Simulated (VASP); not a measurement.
# Zn2SiN (P-3m1) in VASP: a series of runs, part 2 of 2

VASP 6.6.1. The steps go on from the part before.

### Step 3. Single point, PBE, collinear spin, ferromagnetic start

Input file INCAR:

```
SYSTEM = Zn2SiN
ALGO = Normal ; EDIFF = 1E-6
ENCUT = 600 ; GGA = PE
GGA_COMPAT = .False. ; ISIF = 2
ISMEAR = 0 ; ISPIN = 2
LASPH = .True. ; LCHARG = .False.
LORBIT = 11 ; LREAL = .False.
LWAVE = .False. ; MAGMOM = 0 0 0 1
NBANDS = 28 ; NELM = 200
PREC = Accurate ; SIGMA = 0.1
```

Input file KPOINTS:

```
k-points
0
Gamma
  6 6 4
  0 0 0
```

Input file POSCAR:

```
Zn2SiN
1.0
    3.3094977800      0.0000000000      0.0000000000
   -1.6547488900      2.8661091500      0.0000000000
    0.0000000000      0.0000000000      5.4084807100
Zn Si N
2 1 1
Direct
    0.3333333300      0.6666666700      0.2490769000
    0.6666666700      0.3333333300      0.7509231000
    0.0000000000      0.0000000000      0.5000000000
    0.0000000000      0.0000000000      0.0000000000
```

Potentials or basis: VASP PAW PBE potentials, release 64 (Zn, Si, N).

On the command line:

```sh
> cat potpaw_PBE.64/Zn/POTCAR potpaw_PBE.64/Si/POTCAR potpaw_PBE.64/N/POTCAR > POTCAR
> mpirun -np 1 vasp_std > vasp.out
```

Wall time 49 s (1 thread of Intel Xeon 6975P-C (Granite Rapids), shared host); peak memory 0.25 GiB.

It converged, with:

| Property | Result |
| --- | --- |
| Free energy | -12.6616 eV |
| Pressure | 10.5 GPa |
| Largest force | 3.609 eV/Å |
| Net moment | 0.00 μB per cell |
| Valence electrons inside the program's atomic spheres | Zn 10.86; Si 1.71; N 3.48 |

Forces on the atoms (eV/Å):
```
Zn   0.000  0.000 -3.609
Zn   0.000  0.000  3.609
Si   0.000  0.000  0.000
N    0.000  0.000  0.000
```

Stress tensor (GPa, compression positive):
```
14.18  0.00  0.00
 0.00 14.18  0.00
 0.00  0.00  3.07
```

Levels at points of the mesh, in eV from the Fermi level:
Spin up:
| k point | band 13 | band 14 | band 15 | band 16 | band 17 | band 18 | band 19 | band 20 |
| --- | --- | --- | --- | --- | --- | --- | --- | --- |
| (0.00, 0.00, 0.00) | -5.69 | -0.17 | -0.17 | 1.46 | 2.51 | 4.09 | 4.09 | 6.31 |
| (0.50, 0.00, 0.00) | -5.12 | -3.98 | -2.99 | -1.64 | -0.17 | 2.09 | 3.29 | 4.21 |
| (0.00, 0.00, 0.50) | -3.48 | -2.28 | -0.15 | -0.15 | 3.77 | 3.77 | 4.27 | 6.95 |
| (0.50, 0.00, 0.50) | -5.44 | -4.81 | -1.09 | -0.69 | -0.51 | 0.93 | 2.64 | 4.77 |
Spin down:
```csv
k point,band 13,band 14,band 15,band 16,band 17,band 18,band 19,band 20
"(0.00, 0.00, 0.00)",-5.69,-0.17,-0.17,1.46,2.51,4.09,4.09,6.31
"(0.50, 0.00, 0.00)",-5.12,-3.98,-2.99,-1.64,-0.17,2.09,3.29,4.21
"(0.00, 0.00, 0.50)",-3.48,-2.28,-0.15,-0.15,3.77,3.77,4.27,6.95
"(0.50, 0.00, 0.50)",-5.44,-4.81,-1.09,-0.69,-0.51,0.93,2.64,4.77
```

Caveat: the k points lie up to 0.37 Å⁻¹ apart; forces of over 1 eV/Å act on the atoms, so gaps and moduli don't describe the material at rest.

### Step 4. Single point, PBE, collinear spin, ferromagnetic start

This run uses another cell than the first one, of 13.39 Å³/atom.

Input file INCAR:

```
PREC = Accurate ; ENCUT = 600
EDIFF = 1E-6 ; ISMEAR = 0
SIGMA = 0.1 ; LREAL = F
LASPH = T ; NELM = 200
ALGO = Normal ; ISIF = 2
LWAVE = F ; LCHARG = T
ISPIN = 2 ; MAGMOM = 0 0 0 1
LORBIT = 11 ; GGA = PE
LELF = T ; LVHAR = T
NBANDS = 28 ; GGA_COMPAT = F
```

Input file KPOINTS:

```
regular mesh
0
Gamma
  6 6 4
```

Input file POSCAR:

```
Zn2SiN
1.0
    3.0826238993      0.0000000000      0.0000000000
   -1.5413119497      2.6696306071      0.0000000000
    0.0000000000      0.0000000000      6.5065754719
Zn Si N
2 1 1
Direct
    0.3333333333      0.6666666667      0.1734491185
    0.6666666667      0.3333333333      0.8265508815
    0.0000000000      0.0000000000      0.5000000000
    0.0000000000      0.0000000000      0.0000000000
```

On the command line:

```sh
> cat potpaw_PBE.64/Zn/POTCAR potpaw_PBE.64/Si/POTCAR potpaw_PBE.64/N/POTCAR > POTCAR
> mpirun -np 1 vasp_std > vasp.out
```

Run time: 56 s. Hardware: 1 thread of Intel Xeon 6975P-C (Granite Rapids), shared host; peak memory 0.26 GiB.

Results (log left out):

| Item | Value |
| --- | --- |
| Free energy | -14.1202 eV |
| Pressure | 0.4 GPa |
| Largest force | 0.047 eV/Å |
| Net moment | 0.00 μB per cell |
| Valence electrons inside the program's atomic spheres | Zn 10.80; Si 1.51; N 3.64 |

Forces in eV/Å, atoms in the order of the input:
```
Zn   0.000  0.000  0.047
Zn   0.000  0.000 -0.047
Si   0.000  0.000  0.000
N    0.000  0.000  0.000
```

Stress tensor (GPa, compression positive):
```
0.31 0.00 0.00
0.00 0.31 0.00
0.00 0.00 0.56
```

Levels at points of the mesh, in eV from the Fermi level:
Spin up:
```tsv
k point	band 14	band 15	band 16	band 17	band 18	band 19
(0.00, 0.00, 0.00)	-0.86	0.02	0.02	0.61	6.06	6.06
(0.50, 0.00, 0.00)	-4.13	-3.48	-1.34	-0.45	1.47	3.24
(0.00, 0.00, 0.50)	-3.72	0.02	0.02	3.70	4.14	6.00
(0.50, 0.00, 0.50)	-4.65	-2.11	-1.27	-0.63	1.41	2.97
```
Spin down:
```tsv
k point	band 12	band 13	band 14	band 15	band 16	band 17	band 18	band 19	band 20	band 21
(0.00, 0.00, 0.00)	-6.43	-6.30	-0.85	0.02	0.02	0.61	6.06	6.06	6.19	8.27
(0.50, 0.00, 0.00)	-5.59	-5.16	-4.13	-3.48	-1.34	-0.45	1.47	3.24	4.30	6.08
(0.00, 0.00, 0.50)	-6.43	-5.28	-3.72	0.02	0.02	3.70	4.15	6.00	6.00	9.79
(0.50, 0.00, 0.50)	-6.32	-4.98	-4.65	-2.11	-1.27	-0.63	1.41	2.97	3.56	5.95
```

Caveat: the k points lie up to 0.39 Å⁻¹ apart.

### Step 5. Single point, PBE

This run uses another cell than the first one, of 13.41 Å³/atom.

Input file INCAR:

```
  ALGO = Normal
  EDIFF = 1E-6
  ENCUT = 600
  GGA = PE
  GGA_COMPAT = False
  ISIF = 2
  ISMEAR = 0
  LASPH = True
  LCHARG = False
  LREAL = False
  LWAVE = False
  NBANDS = 24
  NELM = 120
  PREC = Accurate
  SIGMA = 0.1
```

Input file KPOINTS:

```
k-points
0
Gamma
  18 18 8
```

Input file POSCAR:

```
Zn2SiN
1.0
    3.1122537071      0.0000000000      0.0000000000
   -1.5561268536      2.6952907733      0.0000000000
    0.0000000000      0.0000000000      6.3952507923
Zn Si N
2 1 1
Direct
    0.3333333333      0.6666666667      0.1745035470
    0.6666666667      0.3333333333      0.8254964530
    0.0000000000      0.0000000000      0.5000000000
    0.0000000000      0.0000000000      0.0000000000
```

On the command line:

```sh
> cat potpaw_PBE.64/Zn/POTCAR potpaw_PBE.64/Si/POTCAR potpaw_PBE.64/N/POTCAR > POTCAR
> mpirun -np 1 vasp_std > vasp.out
```

Run time: 3.7 min. Hardware: 1 thread of Intel Xeon 6975P-C (Granite Rapids), shared host; peak memory 0.49 GiB.

It converged, with:

| Quantity | Value |
| --- | --- |
| Free energy | -14.2008 eV |
| Pressure | 0.4 GPa |
| Largest force | 0.044 eV/Å |
| Band gap on the k mesh | zero (an odd number of electrons rules out a gap without spin polarisation) |

Forces in eV/Å, atoms in the order of the input:
```
Zn   0.000  0.000  0.044
Zn   0.000  0.000 -0.044
Si   0.000  0.000  0.000
N    0.000  0.000  0.000
```

Stress tensor (GPa, compression positive):
```
0.51 0.00 0.00
0.00 0.51 0.00
0.00 0.00 0.24
```

Levels at points of the mesh, in eV from the Fermi level:
| k point | band 13 | band 14 | band 15 | band 16 | band 17 | band 18 | band 19 | band 20 |
| --- | --- | --- | --- | --- | --- | --- | --- | --- |
| (0.00, 0.00, 0.00) | -6.14 | -0.53 | 0.02 | 0.02 | 0.94 | 6.04 | 6.04 | 6.34 |
| (0.50, 0.00, 0.00) | -5.02 | -3.93 | -3.36 | -1.35 | -0.32 | 1.73 | 3.32 | 4.38 |
| (0.00, 0.00, 0.50) | -5.00 | -3.44 | 0.02 | 0.02 | 3.69 | 4.58 | 5.95 | 5.95 |
| (0.50, 0.00, 0.50) | -4.91 | -4.49 | -1.93 | -1.28 | -0.48 | 1.63 | 3.00 | 3.91 |

Caveat: an odd number of electrons without spin polarisation forces a metal; a magnetic or distorted state may lie lower.

### Step 6. The runs side by side

| task | spin | cell | k mesh | gap on the mesh (eV) | pressure (GPa) | moment (μB) | largest force (eV/Å) |
| --- | --- | --- | --- | --- | --- | --- | --- |
| relaxation of cell and atoms | off | relaxed from a = 3.309, b = 3.309, c = 5.408 Å, angles 90.0, 90.0, 120.0°, 4 atoms, atomic positions A | 6 × 6 × 4 | none | -0.2 | - | 0.03 |
| single point | collinear, ferromagnetic start | a = 3.309, b = 3.309, c = 5.408 Å, angles 90.0, 90.0, 120.0°, 4 atoms, atomic positions A | 6 × 6 × 4 | none | 10.5 | 0.00 | 3.61 |
| single point | collinear, ferromagnetic start | a = 3.083, b = 3.083, c = 6.507 Å, angles 90.0, 90.0, 120.0°, 4 atoms, atomic positions B | 6 × 6 × 4 | none | 0.4 | 0.00 | 0.05 |
| single point | off | a = 3.112, b = 3.112, c = 6.395 Å, angles 90.0, 90.0, 120.0°, 4 atoms, atomic positions C | 18 × 18 × 8 | none | 0.4 | - | 0.04 |

Alike in all rows: level PBE; potentials or basis VASP PAW PBE potentials, release 64 (Zn, Si, N); cutoff (eV) 600; smearing gaussian 0.1 eV.

Caveats: some runs use coarse meshes; an odd number of electrons without spin polarisation forces a metal (at least some runs); a magnetic or distorted state may lie lower (at least some runs); a cell axis changed by over 15 % at a fixed basis, so the end point is rough (at least some runs); forces of over 1 eV/Å act on the atoms, so gaps and moduli don't describe the material at rest (at least some runs).

Absolute energies hang on the potentials; compare differences alone.
